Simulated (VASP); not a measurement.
# BaTiO3 (Amm2) in VASP: a series of runs, part 2 of 2

VASP 6.6.1. The steps go on from the part before.

## Step 4: Single point, PBE

This run uses another cell than the first one: it holds 15 atoms, not 5.

Input file INCAR:

```
SYSTEM = BaTiO3
PREC = Accurate ; ENCUT = 520
EDIFF = 1E-6 ; ISMEAR = 0
SIGMA = 0.05 ; LREAL = Auto
LASPH = .True. ; NELM = 100
ALGO = Normal ; ISIF = 2
LWAVE = .False. ; LCHARG = .False.
GGA = PE ; NBANDS = 73
```

Input file KPOINTS:

```
Automatic mesh
0
Gamma
  7 7 3
  0 0 0
```

Input file POSCAR:

```
BaTiO3
1.0
    0.0000000000      2.8905577535     -2.9158992878
   -3.9723905816      0.0000000000      0.0000000000
    0.0000000000      8.6716732605      8.7476978635
Ba Ti O
3 3 9
Direct
    0.9884030475      0.0000000000      0.0038656508
    0.9884030475      0.0000000000      0.3371989842
    0.9884030475      0.0000000000      0.6705323175
    0.4721939946      0.5000000000      0.1759353351
    0.4721939946      0.5000000000      0.5092686685
    0.4721939946      0.5000000000      0.8426020018
    0.5127136210      1.0000000000      0.1624287930
    0.5127136210      1.0000000000      0.4957621263
    0.5127136210      1.0000000000      0.8290954597
    0.0236313429      0.5000000000      0.1643873353
    0.0236313429      0.5000000000      0.4977206687
    0.0236313429      0.5000000000      0.8310540020
    0.5068379940      0.5000000000      0.3254562190
    0.5068379940      0.5000000000      0.6587895524
    0.5068379940      0.5000000000      0.9921228857
```

Potentials or basis: VASP PAW PBE potentials, release 64 (Ba_sv, Ti_sv, O).

Started as:

```bash
$ cat potpaw_PBE.64/Ba_sv/POTCAR potpaw_PBE.64/Ti_sv/POTCAR potpaw_PBE.64/O/POTCAR > POTCAR
$ mpirun -np 1 vasp_std > vasp.out
```

OUTCAR:

```text
SYSTEM = BaTiO3
   PREC = Accurate
   ENCUT = 520
   EDIFF = 1E-6
   ISMEAR = 0
   LREAL = Auto
   LASPH = .True.
   NELM = 100
   ISIF = 2
   GGA = PE

 ion  position               nearest neighbor table
   1  0.988  0.000  0.004-   7 2.77  15 2.81  15 2.81  10 2.81  10 2.81   9 2.89   7 2.89  12 2.92
                            12 2.92  15 2.92  15 2.92   9 3.06   6 3.45   6 3.45   6 3.51   6 3.51
   2  0.988  0.000  0.337-   8 2.77  11 2.81  11 2.81  13 2.81  13 2.81   8 2.89   7 2.89  13 2.92
                            13 2.92  10 2.92  10 2.92   7 3.06   4 3.45   4 3.45   5 3.51   5 3.51
   3  0.988  0.000  0.671-   9 2.77  14 2.81  14 2.81  12 2.81  12 2.81   9 2.89   8 2.89  11 2.92
                            11 2.92  14 2.92  14 2.92   8 3.06   5 3.45   5 3.45   5 3.51   5 3.51
   4  0.472  0.500  0.176-  10 1.85  13 1.85   7 2.00   7 2.00  15 2.27  10 2.27   2 3.45   2 3.45
                             1 3.51   1 3.51   2 3.51   2 3.51   1 3.61   1 3.61
   5  0.472  0.500  0.509-  11 1.85  14 1.85   8 2.00   8 2.00  11 2.27  13 2.27   3 3.45   3 3.45
                             3 3.51   3 3.51   2 3.51   2 3.51   2 3.61   2 3.61
   6  0.472  0.500  0.843-  12 1.85  15 1.85   9 2.00   9 2.00  14 2.27  12 2.27   1 3.45   1 3.45
                             1 3.51   1 3.51   3 3.51   3 3.51   3 3.61   3 3.61
   7  0.513  0.000  0.162-   4 2.00   4 2.00   1 2.77   1 2.89   2 2.89   2 3.06
   8  0.513  0.000  0.496-   5 2.00   5 2.00   2 2.77   2 2.89   3 2.89   3 3.06
   9  0.513  0.000  0.829-   6 2.00   6 2.00   3 2.77   1 2.89   3 2.89   1 3.06
  10  0.024  0.500  0.164-   4 1.85   4 2.27   1 2.81   1 2.81   2 2.92   2 2.92
  11  0.024  0.500  0.498-   5 1.85   5 2.27   2 2.81   2 2.81   3 2.92   3 2.92
  12  0.024  0.500  0.831-   6 1.85   6 2.27   3 2.81   3 2.81   1 2.92   1 2.92
  13  0.507  0.500  0.325-   4 1.85   5 2.27   2 2.81   2 2.81   2 2.92   2 2.92
  14  0.507  0.500  0.659-   5 1.85   6 2.27   3 2.81   3 2.81   3 2.92   3 2.92
  15  0.507  0.500  0.992-   6 1.85   4 2.27   1 2.81   1 2.81   1 2.92   1 2.92

  LATTYP: Found a simple monoclinic cell.
 ALAT       =     4.1058242513
 B/A-ratio  =     0.9675013684
 C/A-ratio  =     3.0000000000
 COS(beta)  =    -0.0087285763

  Lattice vectors:
[... 203 lines left out ...]
  ext. energy  EPLUGINS =         0.00000000
  ---------------------------------------------------
  free energy    TOTEN  =      -120.16426499 eV

  energy without entropy =     -120.16426499  energy(sigma->0) =     -120.16426499

 E-fermi :   3.7756     XC(G=0): -11.0027

 val. band max:        3.4275827418   @ k =  -0.4286   0.4286   0.3333
 cond. band min:       5.8498098218   @ k =   0.0000   0.0000   0.0000
 fundamental gap:      2.4222270799
 Fermi energy:         3.7756156866

 k-point     1 :       0.0000    0.0000    0.0000
  band No.  band energies     occupation
      1     -52.8741      2.00000
      2     -52.8736      2.00000
      3     -52.8736      2.00000
      4     -29.1841      2.00000
      5     -29.1841      2.00000
      6     -29.1562      2.00000
[... 1789 lines left out ...]
     71       8.1341      0.00000
     72       8.1562      0.00000

 [... further k-points ...]

 [bands above 72 left out]

------------------------ aborting loop because EDIFF is reached ----------------------------------------

  FORCE on cell =-STRESS in cart. coord.  units (eV):
  Direction    XX          YY          ZZ          XY          YZ          ZX
  --------------------------------------------------------------------------------------
  -------------------------------------------------------------------------------------
  Total        1.9210624      2.1004307      1.9814102      0.0000000     -0.0008899      0.0000000
  in kB       15.3212672     16.7518034     15.8025657      0.0000000     -0.0070974      0.0000000
  external PRESSURE =      15.9585454 kB  Pullay stress =       0.0000000 kB

 VOLUME and BASIS-vectors are now :
 -----------------------------------------------------------------------------
  energy-cutoff  :      520.00
  volume of cell :      200.89
      direct lattice vectors                 reciprocal lattice vectors
     0.000000000  2.890557753 -2.915899288     0.000000000  0.172976997 -0.171473686
    -3.972390582  0.000000000  0.000000000    -0.251737582  0.000000000  0.000000000
     0.000000000  8.671673261  8.747697863     0.000000000  0.057658999  0.057157895

 POSITION                                       TOTAL-FORCE (eV/Angst)
 -----------------------------------------------------------------------------------
      0.00000      2.89056     -2.84827         0.000000      0.000029     -0.049671
      0.00000      5.78112      0.06763         0.000000      0.000029     -0.049671
      0.00000      8.67167      2.98353         0.000000      0.000029     -0.049671
     -1.98620      2.89056      0.16216        -0.000000      0.000086     -0.080774
     -1.98620      5.78112      3.07806        -0.000000      0.000086     -0.080774
     -1.98620      8.67167      5.99396        -0.000000      0.000086     -0.080774
      0.00000      2.89056     -0.07414         0.000000      0.000028      0.017706
      0.00000      5.78112      2.84176         0.000000      0.000028      0.017706
      0.00000      8.67167      5.75766         0.000000      0.000028      0.017706
     -1.98620      1.49382      1.36910         0.000000     -0.034650      0.056408
     -1.98620      4.38438      4.28500         0.000000     -0.034650      0.056408
     -1.98620      7.27494      7.20090         0.000000     -0.034650      0.056408
     -1.98620      4.28729      1.36910         0.000000      0.034506      0.056331
     -1.98620      7.17785      4.28500         0.000000      0.034506      0.056331
     -1.98620     10.06841      7.20090         0.000000      0.034506      0.056331
 -----------------------------------------------------------------------------------
    total drift:                                0.000000     -0.000365      0.032239

  FREE ENERGIE OF THE ION-ELECTRON SYSTEM (eV)
  ---------------------------------------------------
  free  energy   TOTEN  =      -120.1642649944 eV

  energy  without entropy=     -120.1642649944  energy(sigma->0) =     -120.16426499
```

stdout:

```text
POSCAR found type information on POSCAR BaTiO
 POSCAR found :  3 types and      15 ions
 scaLAPACK will be used
 LDA part: xc-table for (Slater+PW92), standard interpolation
 POSCAR, INCAR and KPOINTS ok, starting setup
 FFT: planning ... GRIDC
 FFT: planning ... GRID_SOFT
 FFT: planning ... GRID
 WAVECAR not read
 entering main loop
```

Wall time 15 min (1 thread of Intel Xeon Platinum 8259CL at 2.50GHz (Skylake/Cascade Lake), shared host); peak memory 0.53 GiB.

What came out:

```
Free energy            : -120.1643 eV
Pressure               : 1.6 GPa
Largest force          : 0.081 eV/Å
Band gap on the k mesh : 2.42 eV
```

Forces in eV/Å, atoms in the order of the input:
```
Ba   0.000  0.000 -0.050
Ba   0.000  0.000 -0.050
Ba   0.000  0.000 -0.050
Ti   0.000  0.000 -0.081
Ti   0.000  0.000 -0.081
Ti   0.000  0.000 -0.081
O    0.000  0.000  0.018
O    0.000  0.000  0.018
O    0.000  0.000  0.018
O    0.000 -0.035  0.056
O    0.000 -0.035  0.056
O    0.000 -0.035  0.056
O    0.000  0.035  0.056
O    0.000  0.035  0.056
O    0.000  0.035  0.056
```

Caveat: spin-orbit coupling is left out, which moves the levels of the heavy elements; an odd mesh through Γ misses points on the zone boundary, where band edges can lie.

## Step 5: The runs side by side

```tsv
cell	k mesh	smearing	gap on the mesh (eV)	pressure (GPa)	largest force (eV/Å)
a = 3.956, b = 4.236, c = 4.236 Å, angles 89.0, 90.0, 90.0°, 5 atoms, atomic positions A	8 × 8 × 8	gaussian 0.02 eV	2.67	-2.6	0.11
a = 3.921, b = 4.335, c = 4.335 Å, angles 88.5, 90.0, 90.0°, 5 atoms, atomic positions B	8 × 8 × 8	gaussian 0.02 eV	2.89	-4.0	0.11
a = 4.106, b = 3.972, c = 12.317 Å, angles 90.0, 90.5, 90.0°, 15 atoms, atomic positions C	7 × 7 × 3	gaussian 0.05 eV	2.42	1.6	0.08
```

Alike in all rows: task single point; level PBE; potentials or basis VASP PAW PBE potentials, release 64 (Ba_sv, Ti_sv, O); no spin polarisation; cutoff (eV) 520.

Caveats: spin-orbit coupling is left out, which moves the levels of the heavy elements; the cell stands under tension (at least some runs); an odd mesh through Γ misses points on the zone boundary, where band edges can lie (at least some runs).

Total energies depend on the potentials used, so only differences within one code and one set of settings carry meaning.
